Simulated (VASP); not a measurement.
Set up this calculation in VASP 6.6.1, as the native input.

* Task: single point
* Functional: PBEsol
* Potentials or basis: VASP PAW PBE potentials, release 64 (Ge_d)
* Cutoff: 520 eV
* k mesh: 16 × 16 × 5
* Occupations: fermi-dirac, width 0.1 eV
* Spin: no spin polarisation
* Dipole correction: no
* Further INCAR settings: ALGO = Normal; EDIFF = 1e-06; NBANDS = 36

The structure of Ge lies in POSCAR:

```
Ge
1.0
    2.9475290092      0.0000000000      0.0000000000
   -1.4737645046      2.5526350004      0.0000000000
    0.0000000000      0.0000000000      9.4242607936
Ge
4
Direct
    0.0000000000      0.0000000000      1.0000000000
    0.0000000000      0.0000000000      0.5000000000
    0.3333333333      0.6666666667      0.2500000000
    0.6666666667      0.3333333333      0.7500000000
```

This isn't the form of Ge at room conditions, which is diamond.

One way to write it, as run:

INCAR

```
SYSTEM = Ge
PREC     = Accurate       ! precision mode
ENCUT    = 520            ! plane-wave cutoff, eV
EDIFF    = 1E-6           ! SCF threshold, eV
ISMEAR   = -1             ! smearing method
SIGMA    = 0.1            ! smearing width, eV
LREAL    = .False.        ! projectors in reciprocal space
LASPH    = .True.         ! aspherical terms in the spheres
NELM     = 80             ! most SCF steps
ALGO     = Normal         ! electronic algorithm
ISIF     = 2              ! what is computed and relaxed
LWAVE    = .False.        ! write WAVECAR
LCHARG   = .False.        ! write CHGCAR
GGA      = PS             ! functional
NBANDS   = 36             ! bands
```

KPOINTS

```
regular mesh
0
Gamma
  16 16 5
  0 0 0
```

Potentials or basis: VASP PAW PBE potentials, release 64 (Ge_d).

Command:

```bash
$ cat potpaw_PBE.64/Ge_d/POTCAR > POTCAR
$ mpirun -np 1 vasp_std > vasp.out
```

Results of the run:

```
Pressure               : 3.6 GPa
Band gap on the k mesh : zero (bands 28 and 29 overlap by 9.99 eV)
```

Caveat: the cell stands under pressure; the PAW data sets were made with another functional, which shifts forces and pressure a little.

It took 2.4 min on 1 thread of Intel(R) Xeon(R) Platinum 8488C (Sapphire Rapids) (shared host), peak memory 0.29 GiB.
